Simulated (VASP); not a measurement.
# Ti6Si in VASP: relaxation of the atoms with PBE

Aim: the relaxation of the atoms of Ti6Si with PBE.

Everything below comes from runs of VASP 6.6.1. Logs are shortened: lines on timing, memory, paths and dates and some standing lists are left out, and cuts for length are marked.

### Step 1. The cell of the first run

The cell holds a slab with vacuum, 7 atoms: a = 2.938 Å, b = 4.650 Å, c = 21.284 Å, α = 90.00°, β = 90.00°, γ = 90.00°.

### Step 2. Relaxation of the atoms, PBE

Contents of INCAR:

```
ALGO     = Normal         # electronic algorithm
DIPOL    = 0.5 0.5 0.353
EDIFF    = 1E-7           # SCF threshold, eV
EDIFFG   = -0.025         # ionic threshold
ENCUT    = 450            # plane-wave cutoff, eV
GGA      = PE             # functional
GGA_COMPAT= F            
IBRION   = 2              # ionic algorithm
IDIPOL   = 3            
ISIF     = 2              # what is computed and relaxed
ISMEAR   = 0              # smearing method
KPAR     = 4            
LASPH    = T              # aspherical terms in the spheres
LCHARG   = F              # write CHGCAR
LDIPOL   = T            
LREAL    = F              # projectors in reciprocal space
LWAVE    = F              # write WAVECAR
NELM     = 120            # most SCF steps
NELMDL   = -8           
NELMIN   = 4            
NSW      = 36             # ionic steps
PREC     = Accurate       # precision mode
SIGMA    = 0.1            # smearing width, eV
```

Contents of KPOINTS:

```
k-points
0
Gamma
  9 6 1
```

Contents of POSCAR:

```
Ti6Si
1.0
    2.9381632085      0.0000000000      0.0000000000
    0.0000000000      4.6504654182      0.0000000000
    0.0000000000      0.0000000000     21.2842242132
Ti Si
6 1
Selective dynamics
Direct
    0.0000000000      0.7500000000      0.1879326190  F F F
    0.5000000000      0.2500000000      0.2277825403  F F F
    0.5000000000      0.7500000000      0.3074823829  F F F
    0.0000000000      0.2500000000      0.3461291980  F F F
    0.0000000000      0.7500000000      0.4220680070  F F F
    0.5000000000      0.2500000000      0.4596937203  F F F
    0.5000000000      0.7500000000      0.5198534417  F F T
```

Potentials or basis: VASP PAW PBE potentials, release 64 (Ti_sv, Si).

Started as:

```
cat potpaw_PBE.64/Ti_sv/POTCAR potpaw_PBE.64/Si/POTCAR > POTCAR
mpirun -np 4 vasp_std > vasp.out
```

OUTCAR:

```text
EDIFF = 1E-7
   EDIFFG = -0.025
   ENCUT = 450
   GGA = PE
   IBRION = 2
   ISIF = 2
   ISMEAR = 0
   LASPH = T
   LREAL = F
   NELM = 120
   NELMDL = -8
   NELMIN = 4
   NSW = 36
   PREC = Accurate

 ion  position               nearest neighbor table
   1  0.000  0.750  0.188-   2 2.88   2 2.88   2 2.88   2 2.88
   2  0.500  0.250  0.228-   1 2.88   1 2.88   1 2.88   1 2.88   3 2.88   3 2.88   4 2.92   4 2.92

   3  0.500  0.750  0.307-   5 2.85   5 2.85   4 2.87   4 2.87   4 2.87   4 2.87   2 2.88   2 2.88

   4  0.000  0.250  0.346-   6 2.83   6 2.83   5 2.83   5 2.83   3 2.87   3 2.87   3 2.87   3 2.87
                             2 2.92   2 2.92
   5  0.000  0.750  0.422-   7 2.55   7 2.55   4 2.83   4 2.83   3 2.85   3 2.85   6 2.86   6 2.86
                             6 2.86   6 2.86
   6  0.500  0.250  0.460-   7 2.65   7 2.65   4 2.83   4 2.83   5 2.86   5 2.86   5 2.86   5 2.86

   7  0.500  0.750  0.520-   5 2.55   5 2.55   6 2.65   6 2.65

  LATTYP: Found a simple orthorhombic cell.
 ALAT       =     2.9381632085
 B/A-ratio  =     1.5827798145
 C/A-ratio  =     7.2440578357

  Lattice vectors:

 A1 = (   2.9381632085,   0.0000000000,   0.0000000000)
 A2 = (   0.0000000000,   4.6504654182,   0.0000000000)
 A3 = (   0.0000000000,   0.0000000000,  21.2842242132)

Analysis of symmetry for initial positions (statically):
=====================================================================
 Subroutine PRICEL returns:
 Original cell was already a primitive cell.

 Routine SETGRP: Setting up the symmetry group for a
 simple orthorhombic supercell.

 Subroutine GETGRP returns: Found  4 space group operations
 (whereof  2 operations were pure point group operations)
 out of a pool of  8 trial point group operations.

The static configuration has the point symmetry C_1h.
 The point group associated with its full space group is C_2v.

Analysis of symmetry for dynamics (positions and initial velocities):
=====================================================================
 Subroutine PRICEL returns:
 Original cell was already a primitive cell.

 Routine SETGRP: Setting up the symmetry group for a
 simple orthorhombic supercell.

 Subroutine GETGRP returns: Found  4 space group operations
 (whereof  2 operations were pure point group operations)
 out of a pool of  8 trial point group operations.

The dynamic configuration has the point symmetry C_1h.
 The point group associated with its full space group is C_2v.

Analysis of constrained symmetry for selective dynamics:
=====================================================================
 Subroutine PRICEL returns:
 Original cell was already a primitive cell.

 Routine SETGRP: Setting up the symmetry group for a
 simple orthorhombic supercell.

 Subroutine GETGRP returns: Found  4 space group operations
 (whereof  2 operations were pure point group operations)
 out of a pool of  8 trial point group operations.

The constrained configuration has the point symmetry C_1h.
 The point group associated with its full space group is C_2v.

 Subroutine INISYM returns: Found  4 space group operations
 (whereof  2 operations are pure point group operations),
 and found     1 'primitive' translations

----------------------------------------------------------------------------------------

                                     Primitive cell

  volume of cell :     290.8239

  direct lattice vectors                    reciprocal lattice vectors
     2.938163208  0.000000000  0.000000000     0.340348690  0.000000000  0.000000000
     0.000000000  4.650465418  0.000000000     0.000000000  0.215032241  0.000000000
     0.000000000  0.000000000 21.284224213     0.000000000  0.000000000  0.046983155

  length of vectors
     2.938163208  4.650465418 21.284224213     0.340348690  0.215032241  0.046983155

  position of ions in fractional coordinates (direct lattice)
     0.000000000  0.750000000  0.187932619
     0.500000000  0.250000000  0.227782540
     0.500000000  0.750000000  0.307482383
     0.000000000  0.250000000  0.346129198
     0.000000000  0.750000000  0.422068007
     0.500000000  0.250000000  0.459693720
     0.500000000  0.750000000  0.519853442

  ion indices of the primitive-cell ions
   primitive index   ion index
                 1           1
                 2           2
                 3           3
                 4           4
                 5           5
                 6           6
                 7           7

----------------------------------------------------------------------------------------

 KPOINTS: k-points

Automatic generation of k-mesh.
 Grid dimensions read from file:
 generate k-points for:    9    6    1

 Generating k-lattice:

  Cartesian coordinates                     Fractional coordinates (reciprocal lattice)
     0.037816521  0.000000000  0.000000000     0.111111111  0.000000000  0.000000000
     0.000000000  0.035838707  0.000000000     0.000000000  0.166666667  0.000000000
     0.000000000  0.000000000  0.046983155     0.000000000  0.000000000  1.000000000

  Length of vectors
     0.037816521  0.035838707  0.046983155

  Shift w.r.t. Gamma in fractional coordinates (k-lattice)
     0.000000000  0.000000000  0.000000000

 Subroutine IBZKPT returns following result:
 ===========================================

 Found     20 irreducible k-points:

 Following reciprocal coordinates:
            Coordinates               Weight
  0.000000  0.000000  0.000000      1.000000
  0.111111  0.000000  0.000000      2.000000
  0.222222  0.000000  0.000000      2.000000
  0.333333  0.000000  0.000000      2.000000
  0.444444  0.000000  0.000000      2.000000
  0.000000  0.166667  0.000000      2.000000
[... 12 lines left out ...]
  0.333333  0.500000  0.000000      2.000000
  0.444444  0.500000  0.000000      2.000000
   k-points           NKPTS =     20   k-points in BZ     NKDIM =     20   number of bands    NBANDS=     45
   number of dos      NEDOS =    301   number of ions     NIONS =      7
   total plane-waves  NPLWV =  96000
   dimension x,y,z NGX =    20 NGY =   32 NGZ =  150
   dimension x,y,z NGXF=    40 NGYF=   64 NGZF=  300
   ions per type =               6   1
   NGX,Y,Z   is equivalent  to a cutoff of  11.32, 11.44, 11.72 a.u.
   NGXF,Y,Z  is equivalent  to a cutoff of  22.63, 22.88, 23.43 a.u.
 SYSTEM =  unknown system
   PREC   = accura    normal or accurate (medium, high low for compatibility)
   ISTART =      0    job   : 0-new  1-cont  2-samecut
   ICHARG =      2    charge: 1-file 2-atom 10-const
   ISPIN  =      1    spin polarized calculation?
   LNONCOLLINEAR =      F non collinear calculations
   LSORBIT =      F    spin-orbit coupling
   LASPH  =      T    aspherical Exc in radial PAW
   ENCUT  =  450.0 eV  33.07 Ry    5.75 a.u.   5.08  8.04 36.81*2*pi/ulx,y,z
   NELM   =    120;   NELMIN=  4; NELMDL= -8     # of ELM steps
   EDIFF  = 0.1E-06   stopping-criterion for ELM
   LREAL  =      F    real-space projection
   EDIFFG = -.3E-01   stopping-criterion for IOM
   NSW    =     36    number of steps for IOM
   IBRION =      2    ionic relax: 0-MD 1-quasi-New 2-CG
   NFREE  =      1    steps in history (QN), initial steepest desc. (CG)
   ISIF   =      2    stress and relaxation
   ISYM   =      2    0-nonsym 1-usesym 2-fastsym
   POTIM  = 0.5000    time-step for ionic-motion
   TEBEG  =    0.0;   TEEND  =   0.0 temperature during run
   PSTRESS=    0.0 pullay stress
   NELECT =      76.0000    total number of electrons
   NUPDOWN=      -1.0000    fix difference up-down
   EMIN   =  10.00;   EMAX   =-10.00  energy-range for DOS
   EFERMI =   0.00;   METHOD = LEGACY
   ISMEAR =     0;   SIGMA  =   0.10  broadening in eV -4-tet -1-fermi 0-gaus
   EFERMI_NEDOS =   21; number of points for ismear=-14 and -15
   IALGO  =     38    algorithm
   IMIX   =      4    mixing-type and parameters
     AMIX     =   0.40;   BMIX     =  1.00
     AMIX_MAG =   1.60;   BMIX_MAG =  1.00
  volume/ion in A,a.u.               =      41.55       280.37
  Fermi-wavevector in a.u.,A,eV,Ry     =   1.046653  1.977887 14.904939  1.095482
  Thomas-Fermi vector in A             =   2.181500
   LORBIT       =      0    0 simple, 1 ext, 2 COOP (PROOUT), +10 PAW based schemes
   GGA     = PE    functional components
   LHFCALC =     F    Hartree Fock is set to
   AEXX    =    0.0000 exact exchange contribution
   IVDW    =     0    specifies the selected vdW correction
   LEPSILON=     F    determine dielectric tensor
   LRPA    =     F    only Hartree local field effects (RPA)
 conjugate gradient relaxation of ions
 non-spin polarized calculation
 Gauss-broadening in eV      SIGMA  =   0.10
  energy-cutoff  :      450.00
  volume of cell :      290.82
 maximum number of plane-waves:      6368
   NGX = 11   NGY = 17   NGZ = 73

 dipolmoment           0.000000      0.000000     -0.061039 electrons x Angstroem

--------------------------------------- Ionic step        1  -------------------------------------------

 number of electron      76.0000063 magnetization

 Free energy of the ion-electron system (eV)
  ---------------------------------------------------
  ext. energy  EPLUGINS =         0.00000000
  ---------------------------------------------------
  free energy    TOTEN  =       -49.70032454 eV

  energy without entropy =      -49.62972047  energy(sigma->0) =      -49.66502250

------------------------ aborting loop because EDIFF is reached ----------------------------------------

  FORCE on cell =-STRESS in cart. coord.  units (eV):
  Direction    XX          YY          ZZ          XY          YZ          ZX
  --------------------------------------------------------------------------------------
  -------------------------------------------------------------------------------------
  Total       -1.6950325     -0.8069562      1.1786144      0.0000000      0.0000000      0.0000000
  in kB       -9.3380988     -4.4456000      6.4931011      0.0000000      0.0000000      0.0000000
  external PRESSURE =      -2.4301992 kB  Pullay stress =       0.0000000 kB
[... 69 lines left out ...]
--------------------------------------- Ionic step        3  -------------------------------------------

 number of electron      76.0000063 magnetization

 dipolmoment           0.000000      0.000000      0.086415 electrons x Angstroem

 Free energy of the ion-electron system (eV)
  ---------------------------------------------------
  ext. energy  EPLUGINS =         0.00000000
  ---------------------------------------------------
  free energy    TOTEN  =       -49.71991172 eV

  energy without entropy =      -49.64657804  energy(sigma->0) =      -49.68324488

 E-fermi :   1.0147     XC(G=0):  -5.6021

 val. band max:        1.0114163009   @ k =   0.4444   0.5000   0.0000
 cond. band min:       1.0187608435   @ k =   0.3333   0.5000   0.0000
 fundamental gap:      0.0073445426
 Fermi energy:         1.0147388435

 k-point     1 :       0.0000    0.0000    0.0000
  band No.  band energies     occupation
      1     -56.0475      2.00000
      2     -55.9366      2.00000
      3     -55.8388      2.00000
      4     -55.7692      2.00000
      5     -55.7298      2.00000
      6     -55.7090      2.00000
[... 949 lines left out ...]
     44       1.8036      0.00000
     45       2.0077      0.00000

------------------------ aborting loop because EDIFF is reached ----------------------------------------

 vacuum level on the upper side and lower side of the slab       (xc-potential included)         0.464        -0.697

  FORCE on cell =-STRESS in cart. coord.  units (eV):
  Direction    XX          YY          ZZ          XY          YZ          ZX
  --------------------------------------------------------------------------------------
  -------------------------------------------------------------------------------------
  Total       -2.4699351     -1.2298739      0.0755626      0.0000000      0.0000000      0.0000000
  in kB      -13.6071119     -6.7754945      0.4162816      0.0000000      0.0000000      0.0000000
  external PRESSURE =      -6.6554416 kB  Pullay stress =       0.0000000 kB
[... 22 lines left out ...]
  FREE ENERGIE OF THE ION-ELECTRON SYSTEM (eV)
  ---------------------------------------------------
  free  energy   TOTEN  =       -49.7199117165 eV

  energy  without entropy=      -49.6465780412  energy(sigma->0) =      -49.68324488

 reached required accuracy - stopping structural energy minimisation

 vacuum level on the upper side and lower side of the slab         5.813         4.630
```

Wall time 11 min (4 MPI ranks of Intel Xeon Platinum 8375C at 2.90GHz (Ice Lake), shared host); peak memory 0.4 GiB.

What came out:

- Free energy: -49.7199 eV
- Energy gained by relaxing: 2.8 meV/atom
- Ionic steps: 3
- Band gap on the k mesh: zero (bands 38 and 39 overlap by 0.57 eV)

Step by step:
```
step  energy change (eV)  largest force on free atoms (eV/Å)  pressure (GPa)
   1              0.0000                              0.5323           -0.24
   2             -0.0112                              0.3412           -0.39
   3             -0.0196                              0.0179           -0.67
```

Final structure:
```
Ti Si
1.0
     2.93816    0.00000    0.00000
     0.00000    4.65047    0.00000
     0.00000    0.00000   21.28422
Ti Si
6 1
Direct
  0.00000 0.75000 0.18793
  0.50000 0.25000 0.22778
  0.50000 0.75000 0.30748
  0.00000 0.25000 0.34613
  0.00000 0.75000 0.42207
  0.50000 0.25000 0.45969
  0.50000 0.75000 0.52358
```
